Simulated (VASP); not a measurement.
# BiTe3As (C2/m) in VASP: further runs

BiTe3As is run at these levels: PBE, r2SCAN; tasks: single point.

All numbers are computed with VASP 6.6.1; they aren't measurements. Logs are shortened: lines on timing, memory, paths and dates and some standing lists are left out, and cuts for length are marked.

## 1. The cell of the first run

The structure is monoclinic, space group C2/m (No. 12). The conventional cell has a = 20.782 Å, b = 4.209 Å, c = 7.349 Å, α = 90.00°, β = 97.28°, γ = 90.00°. Bi (site symmetry m) has 6 Te at 3.10 to 3.18 Å and 4 As at 4.18 to 4.34 Å and 4 Bi at 4.21 to 4.31 Å within 4.4 Å. Te (site symmetry m) has 1 As at 2.69 Å and 2 Bi at 3.13 Å within 3.5 Å. Within 4.7 Å of Te (site symmetry m) lie 3 Bi at 3.10 to 3.14 Å and 3 As at 3.15 to 3.37 Å and 12 Te at 3.98 to 4.64 Å. Within 3.9 Å of Te (site symmetry m) lie 2 As at 2.79 Å and 1 Bi at 3.18 Å and 3 Te at 3.78 to 3.85 Å. As (site symmetry m) has 6 Te at 2.69 to 3.37 Å within 3.5 Å.

## 2. Single point, PBE

The input, INCAR:

```
SYSTEM = BiTe3As
PREC = Accurate ; ENCUT = 520
EDIFF = 1E-6 ; ISMEAR = -1
SIGMA = 0.02 ; LREAL = .False.
LASPH = .True. ; NELM = 60
ALGO = Normal ; ISIF = 2
LWAVE = .False. ; LCHARG = .True.
GGA = PE ; LELF = .True.
LVHAR = .True. ; NBANDS = 49
```

The input, KPOINTS:

```
regular mesh
0
Gamma
  6 6 4
  0 0 0
```

The input, POSCAR:

```
BiTe3As
1.0
   10.3907538675     -2.1043110188     -0.0598115907
   10.3907538675      2.1043110188     -0.0598115907
   -0.8893865814      0.0000000000      7.2948805990
Bi Te As
2 6 2
Direct
    0.6640155582      0.6640155582      0.0545015282
    0.3359844418      0.3359844418      0.9454984718
    0.9286157963      0.9286157963      0.1561952491
    0.0713842037      0.0713842037      0.8438047509
    0.7445270216      0.7445270216      0.7269830364
    0.4265731220      0.4265731220      0.6277044786
    0.5734268780      0.5734268780      0.3722955214
    0.2554729784      0.2554729784      0.2730169636
    0.1409117774      0.1409117774      0.5588705262
    0.8590882226      0.8590882226      0.4411294738
```

Potentials or basis: VASP PAW PBE potentials, release 64 (Bi_d, Te, As).

Run with:

```sh
$ cat potpaw_PBE.64/Bi_d/POTCAR potpaw_PBE.64/Te/POTCAR potpaw_PBE.64/As/POTCAR > POTCAR
$ mpirun -np 1 vasp_std > vasp.out
```

OUTCAR:

```text
SYSTEM = BiTe3As
   PREC = Accurate
   ENCUT = 520
   EDIFF = 1E-6
   ISMEAR = -1
   LREAL = .False.
   LASPH = .True.
   NELM = 60
   ISIF = 2
   GGA = PE

 ion  position               nearest neighbor table
   1  0.664  0.664  0.055-   5 3.10   4 3.13   4 3.13   8 3.14   8 3.14   7 3.18
   2  0.336  0.336  0.945-   8 3.10   3 3.13   3 3.13   5 3.14   5 3.14   6 3.18
   3  0.929  0.929  0.156-  10 2.69   2 3.13   2 3.13
   4  0.071  0.071  0.844-   9 2.69   1 3.13   1 3.13
   5  0.745  0.745  0.727-   1 3.10   2 3.14   2 3.14   9 3.15   9 3.15
   6  0.427  0.427  0.628-  10 2.79  10 2.79   2 3.18
   7  0.573  0.573  0.372-   9 2.79   9 2.79   1 3.18
   8  0.255  0.255  0.273-   2 3.10   1 3.14   1 3.14  10 3.15  10 3.15
   9  0.141  0.141  0.559-   4 2.69   7 2.79   7 2.79   5 3.15   5 3.15
  10  0.859  0.859  0.441-   3 2.69   6 2.79   6 2.79   8 3.15   8 3.15

  LATTYP: Found a base centered monoclinic cell.
 ALAT       =    20.7818520215
 B/A-ratio  =     0.2025142915
 C/A-ratio  =     0.3536209038
 COS(beta)  =    -0.1267349563

  Lattice vectors:

 A1 = (  10.3907538675,  -2.1043110188,  -0.0598115907)
 A2 = (  10.3907538675,   2.1043110188,  -0.0598115907)
 A3 = (  -0.8893865814,   0.0000000000,   7.2948805990)

Analysis of symmetry for initial positions (statically):
=====================================================================
 Subroutine PRICEL returns:
 Original cell was already a primitive cell.

 Routine SETGRP: Setting up the symmetry group for a
 base centered monoclinic supercell.

 Subroutine GETGRP returns: Found  4 space group operations
 (whereof  4 operations were pure point group operations)
 out of a pool of  4 trial point group operations.

The static configuration has the point symmetry C_2h.

Analysis of symmetry for dynamics (positions and initial velocities):
=====================================================================
 Subroutine PRICEL returns:
 Original cell was already a primitive cell.

 Routine SETGRP: Setting up the symmetry group for a
 base centered monoclinic supercell.

 Subroutine GETGRP returns: Found  4 space group operations
 (whereof  4 operations were pure point group operations)
 out of a pool of  4 trial point group operations.

The dynamic configuration has the point symmetry C_2h.

 Subroutine INISYM returns: Found  4 space group operations
 (whereof  4 operations are pure point group operations),
 and found     1 'primitive' translations

----------------------------------------------------------------------------------------

                                     Primitive cell

  volume of cell :     318.7868

  direct lattice vectors                    reciprocal lattice vectors
    10.390753868 -2.104311019 -0.059811591     0.048153498 -0.237607462  0.005870840
    10.390753868  2.104311019 -0.059811591     0.048153498  0.237607462  0.005870840
    -0.889386581  0.000000000  7.294880599     0.000789632  0.000000000  0.137178707

  length of vectors
    10.601861545 10.601861545  7.348897294     0.242508829  0.242508829  0.137180980

  position of ions in fractional coordinates (direct lattice)
     0.664015558  0.664015558  0.054501528
     0.335984442  0.335984442  0.945498472
     0.928615796  0.928615796  0.156195249
     0.071384204  0.071384204  0.843804751
     0.744527022  0.744527022  0.726983036
     0.426573122  0.426573122  0.627704479
     0.573426878  0.573426878  0.372295521
     0.255472978  0.255472978  0.273016964
     0.140911777  0.140911777  0.558870526
     0.859088223  0.859088223  0.441129474

  ion indices of the primitive-cell ions
   primitive index   ion index
                 1           1
                 2           2
                 3           3
                 4           4
                 5           5
                 6           6
                 7           7
                 8           8
                 9           9
                10          10

----------------------------------------------------------------------------------------

 KPOINTS: regular mesh

Automatic generation of k-mesh.
 Grid dimensions read from file:
 generate k-points for:    6    6    4

 Generating k-lattice:

  Cartesian coordinates                     Fractional coordinates (reciprocal lattice)
     0.008025583 -0.039601244  0.000978473     0.166666667  0.000000000  0.000000000
     0.008025583  0.039601244  0.000978473     0.000000000  0.166666667  0.000000000
     0.000197408  0.000000000  0.034294677    -0.000000000 -0.000000000  0.250000000

  Length of vectors
     0.040418138  0.040418138  0.034295245

  Shift w.r.t. Gamma in fractional coordinates (k-lattice)
     0.000000000  0.000000000  0.000000000

 Subroutine IBZKPT returns following result:
 ===========================================

 Found     47 irreducible k-points:

 Following reciprocal coordinates:
            Coordinates               Weight
  0.000000  0.000000  0.000000      1.000000
  0.166667 -0.000000  0.000000      4.000000
  0.333333  0.000000  0.000000      4.000000
  0.500000  0.000000  0.000000      2.000000
  0.166667  0.166667  0.000000      2.000000
  0.333333  0.166667  0.000000      4.000000
[... 16 lines left out ...]
 -0.333333  0.166667  0.250000      4.000000
 -0.166667  0.166667  0.250000      4.000000
 [... further k-points ...]
   k-points           NKPTS =     47   k-points in BZ     NKDIM =     47   number of bands    NBANDS=     49
   number of dos      NEDOS =    301   number of ions     NIONS =     10
   total plane-waves  NPLWV = 358400
   dimension x,y,z NGX =    80 NGY =   80 NGZ =   56
   dimension x,y,z NGXF=   160 NGYF=  160 NGZF=  112
   ions per type =               2   6   2
   NGX,Y,Z   is equivalent  to a cutoff of  12.54, 12.54, 12.67 a.u.
   NGXF,Y,Z  is equivalent  to a cutoff of  25.09, 25.09, 25.34 a.u.
 SYSTEM =  BiTe3As
   PREC   = accura    normal or accurate (medium, high low for compatibility)
   ISTART =      0    job   : 0-new  1-cont  2-samecut
   ICHARG =      2    charge: 1-file 2-atom 10-const
   ISPIN  =      1    spin polarized calculation?
   LNONCOLLINEAR =      F non collinear calculations
   LSORBIT =      F    spin-orbit coupling
   LASPH  =      T    aspherical Exc in radial PAW
   ENCUT  =  520.0 eV  38.22 Ry    6.18 a.u.  19.71 19.71 13.66*2*pi/ulx,y,z
   NELM   =     60;   NELMIN=  2; NELMDL= -5     # of ELM steps
   EDIFF  = 0.1E-05   stopping-criterion for ELM
   LREAL  =      F    real-space projection
   EDIFFG = 0.1E-04   stopping-criterion for IOM
   NSW    =      0    number of steps for IOM
   IBRION =     -1    ionic relax: 0-MD 1-quasi-New 2-CG
   NFREE  =      0    steps in history (QN), initial steepest desc. (CG)
   ISIF   =      2    stress and relaxation
   ISYM   =      2    0-nonsym 1-usesym 2-fastsym
   POTIM  = 0.5000    time-step for ionic-motion
   TEBEG  =    0.0;   TEEND  =   0.0 temperature during run
   PSTRESS=    0.0 pullay stress
   NELECT =      76.0000    total number of electrons
   NUPDOWN=      -1.0000    fix difference up-down
   EMIN   =  10.00;   EMAX   =-10.00  energy-range for DOS
   EFERMI =   0.00;   METHOD = LEGACY
   ISMEAR =    -1;   SIGMA  =   0.02  broadening in eV -4-tet -1-fermi 0-gaus
   EFERMI_NEDOS =   21; number of points for ismear=-14 and -15
   IALGO  =     38    algorithm
   IMIX   =      4    mixing-type and parameters
     AMIX     =   0.40;   BMIX     =  1.00
     AMIX_MAG =   1.60;   BMIX_MAG =  1.00
  volume/ion in A,a.u.               =      31.88       215.13
  Fermi-wavevector in a.u.,A,eV,Ry     =   1.015109  1.918278 14.020068  1.030446
  Thomas-Fermi vector in A             =   2.148376
   LORBIT       =      0    0 simple, 1 ext, 2 COOP (PROOUT), +10 PAW based schemes
   GGA     = PE    functional components
   LHFCALC =     F    Hartree Fock is set to
   AEXX    =    0.0000 exact exchange contribution
   IVDW    =     0    specifies the selected vdW correction
   LEPSILON=     F    determine dielectric tensor
   LRPA    =     F    only Hartree local field effects (RPA)
 non-spin polarized calculation
  energy-cutoff  :      520.00
  volume of cell :      318.79
 maximum number of plane-waves:      8611
   NGX = 39   NGY = 39   NGZ = 27

 number of electron      76.0000001 magnetization

 Free energy of the ion-electron system (eV)
  ---------------------------------------------------
  ext. energy  EPLUGINS =         0.00000000
  ---------------------------------------------------
  free energy    TOTEN  =       -36.99782035 eV

  energy without entropy =      -36.99781622  energy(sigma->0) =      -36.99781828

 E-fermi :   5.8134     XC(G=0):  -9.2653

 val. band max:        5.6552840650   @ k =   0.5000   0.5000   0.2500
 cond. band min:       5.9558390026   @ k =   0.0000   0.0000   0.0000
 fundamental gap:      0.3005549376
 Fermi energy:         5.8134137988

 k-point     1 :       0.0000    0.0000    0.0000
  band No.  band energies     occupation
      1     -17.3641      2.00000
      2     -17.3593      2.00000
      3     -17.3494      2.00000
      4     -17.3458      2.00000
      5     -17.3455      2.00000
      6     -17.3420      2.00000
[... 41 lines left out ...]
     48       8.4649      0.00000
     49       8.9094      0.00000

 k-point     2 :       0.1667   -0.0000    0.0000
  band No.  band energies     occupation
      1     -17.3599      2.00000
      2     -17.3556      2.00000
      3     -17.3516      2.00000
      4     -17.3487      2.00000
      5     -17.3445      2.00000
      6     -17.3429      2.00000
[... 41 lines left out ...]
     48       8.6872      0.00000
     49       8.9198      0.00000

 k-point     3 :       0.3333    0.0000    0.0000
  band No.  band energies     occupation
      1     -17.3591      2.00000
      2     -17.3575      2.00000
      3     -17.3504      2.00000
      4     -17.3481      2.00000
      5     -17.3470      2.00000
      6     -17.3449      2.00000
[... 41 lines left out ...]
     48       9.1196      0.00000
     49       9.5077      0.00000

 k-point     4 :       0.5000    0.0000    0.0000
  band No.  band energies     occupation
      1     -17.3611      2.00000
      2     -17.3611      2.00000
      3     -17.3484      2.00000
      4     -17.3484      2.00000
      5     -17.3467      2.00000
      6     -17.3467      2.00000
[... 977 lines left out ...]
     48       8.7679      0.00000
     49       9.3004      0.00000

 k-point    23 :      -0.3333    0.1667    0.2500
  band No.  band energies     occupation
      1     -17.3611      2.00000
      2     -17.3611      2.00000
      3     -17.3484      2.00000
      4     -17.3484      2.00000
      5     -17.3467      2.00000
      6     -17.3467      2.00000
[... 41 lines left out ...]
     48       9.0579      0.00000
     49       9.1347      0.00000

 k-point    24 :      -0.1667    0.1667    0.2500
  band No.  band energies     occupation
      1     -17.3591      2.00000
      2     -17.3575      2.00000
      3     -17.3504      2.00000
      4     -17.3481      2.00000
      5     -17.3470      2.00000
      6     -17.3449      2.00000
[... 41 lines left out ...]
     48       9.0862      0.00000
     49       9.4713      0.00000

 [... further k-points ...]

------------------------ aborting loop because EDIFF is reached ----------------------------------------

  FORCE on cell =-STRESS in cart. coord.  units (eV):
  Direction    XX          YY          ZZ          XY          YZ          ZX
  --------------------------------------------------------------------------------------
  -------------------------------------------------------------------------------------
  Total        2.7901971      3.2438669      3.4577815      0.0000000      0.0000000     -0.1737042
  in kB       14.0231374     16.3032179     17.3783223      0.0000000      0.0000000     -0.8730129
  external PRESSURE =      15.9015592 kB  Pullay stress =       0.0000000 kB

 VOLUME and BASIS-vectors are now :
 -----------------------------------------------------------------------------
  energy-cutoff  :      520.00
  volume of cell :      318.79
      direct lattice vectors                 reciprocal lattice vectors
    10.390753868 -2.104311019 -0.059811591     0.048153498 -0.237607462  0.005870840
    10.390753868  2.104311019 -0.059811591     0.048153498  0.237607462  0.005870840
    -0.889386581  0.000000000  7.294880599     0.000789632  0.000000000  0.137178707

 POSITION                                       TOTAL-FORCE (eV/Angst)
 -----------------------------------------------------------------------------------
     13.75077      0.00000      0.31815        -0.034707      0.000000      0.008631
      6.14135      0.00000      6.85711         0.034707      0.000000     -0.008631
     19.15912      0.00000      1.02834         0.185499      0.000000     -0.053877
      0.73300      0.00000      6.14692        -0.185499      0.000000      0.053877
     14.82583      0.00000      5.21419        -0.021654      0.000000     -0.168767
      8.30656      0.00000      4.52800         0.163149      0.000000      0.059917
     11.58556      0.00000      2.64726        -0.163149      0.000000     -0.059917
      5.06630      0.00000      1.96107         0.021654      0.000000      0.168767
      2.43131      0.00000      4.06004         0.217960      0.000000     -0.035992
     17.46081      0.00000      3.11522        -0.217960      0.000000      0.035992
 -----------------------------------------------------------------------------------
    total drift:                               -0.000000     -0.000000     -0.000000

  FREE ENERGIE OF THE ION-ELECTRON SYSTEM (eV)
  ---------------------------------------------------
  free  energy   TOTEN  =       -36.9978203473 eV

  energy  without entropy=      -36.9978162195  energy(sigma->0) =      -36.99781828
```

Run time: 18 min. Hardware: 1 thread of Intel Xeon Platinum 8488C (Sapphire Rapids), shared host; peak memory 1.1 GiB.

What came out:

- Free energy: -36.9978 eV
- Pressure: 1.6 GPa
- Largest force: 0.221 eV/Å
- Band gap on the k mesh: 0.30 eV (least direct gap 0.39 eV)

Forces in eV/Å, atoms in the order of the input:
```
Bi  -0.035  0.000  0.009
Bi   0.035  0.000 -0.009
Te   0.185  0.000 -0.054
Te  -0.185  0.000  0.054
Te  -0.022  0.000 -0.169
Te   0.163  0.000  0.060
Te  -0.163  0.000 -0.060
Te   0.022  0.000  0.169
As   0.218  0.000 -0.036
As  -0.218  0.000  0.036
```

Stress tensor (GPa, compression positive):
```
 1.40  0.00 -0.09
 0.00  1.63  0.00
-0.09  0.00  1.74
```

Caveat: spin-orbit coupling is left out, which moves the levels of the heavy elements. A k mesh can miss the band edges.

## 3. Single point, r2SCAN

POSCAR is that of step 2.

The input, INCAR.step1:

```
SYSTEM = BiTe3As
PREC     = Accurate       ! precision mode
ENCUT    = 520            ! plane-wave cutoff, eV
ISMEAR   = 0              ! smearing method
SIGMA    = 0.01           ! smearing width, eV
LREAL    = .False.        ! projectors in reciprocal space
LASPH    = .True.         ! aspherical terms in the spheres
NELM     = 100            ! most SCF steps
NBANDS   = 49             ! bands
GGA      = PE             ! functional
ALGO     = Normal         ! electronic algorithm
EDIFF    = 1E-4           ! SCF threshold, eV
LWAVE    = .True.         ! write WAVECAR
LCHARG   = .False.        ! write CHGCAR
KPAR     = 4
```

The input, INCAR.step2:

```
SYSTEM = BiTe3As
PREC     = Accurate       ! precision mode
ENCUT    = 520            ! plane-wave cutoff, eV
EDIFF    = 1E-6           ! SCF threshold, eV
ISMEAR   = 0              ! smearing method
SIGMA    = 0.01           ! smearing width, eV
LREAL    = .False.        ! projectors in reciprocal space
LASPH    = .True.         ! aspherical terms in the spheres
NELM     = 100            ! most SCF steps
ALGO     = Normal         ! electronic algorithm
ISIF     = 2              ! what is computed and relaxed
LWAVE    = .False.        ! write WAVECAR
LCHARG   = .False.        ! write CHGCAR
METAGGA  = R2SCAN         ! meta-GGA
LMIXTAU  = .True.       
NBANDS   = 49             ! bands
ISTART   = 1            
KPAR     = 4
```

The input, KPOINTS:

```
Automatic mesh
0
Gamma
  6 6 4
  0 0 0
```

Potentials or basis: VASP PAW PBE potentials, release 64 (Bi_d, Te, As).

Run with:

```sh
$ cat potpaw_PBE.64/Bi_d/POTCAR potpaw_PBE.64/Te/POTCAR potpaw_PBE.64/As/POTCAR > POTCAR
$ cp INCAR.step1 INCAR
$ mpirun -np 4 vasp_std > vasp.out
$ cp INCAR.step2 INCAR
$ mpirun -np 4 vasp_std > vasp.out
```

Wall time 42 min (4 MPI ranks of Oxide Virtual Turin-like, shared host); peak memory 1.2 GiB.

It converged, with:

```
Free energy            : -299.9813 eV
Pressure               : 0.9 GPa
Largest force          : 0.013 eV/Å
Band gap on the k mesh : 0.47 eV (least direct gap 0.55 eV)
```

Forces on the atoms (eV/Å):
```
Bi  -0.006  0.000 -0.002
Bi   0.006  0.000  0.002
Te  -0.011  0.000  0.006
Te   0.011  0.000 -0.006
Te  -0.007  0.000  0.000
Te  -0.011  0.000 -0.007
Te   0.011  0.000  0.007
Te   0.007  0.000  0.000
As  -0.005  0.000  0.004
As   0.005  0.000 -0.004
```

Levels at points of the mesh, in eV from the valence-band top:
```csv
k point,band 36,band 37,band 38,band 39,band 40,band 41
"(0.00, 0.00, 0.00)",-0.66,-0.51,-0.08,0.47,0.92,0.95
"(0.50, 0.00, 0.00)",-0.93,-0.79,-0.55,1.41,1.64,1.77
"(0.50, 0.50, 0.00)",-0.85,-0.84,-0.16,0.74,1.15,1.26
"(0.00, 0.00, 0.50)",-0.84,-0.51,-0.32,0.81,1.24,1.54
"(0.50, 0.00, 0.50)",-1.15,-0.91,-0.57,0.84,1.09,1.55
"(0.50, 0.50, 0.50)",-0.67,-0.60,-0.29,0.88,1.41,1.50
```

Caveat: the PAW data sets were made with another functional, which shifts forces and pressure a little; spin-orbit coupling is left out, which moves the levels of the heavy elements. A k mesh can miss the band edges.
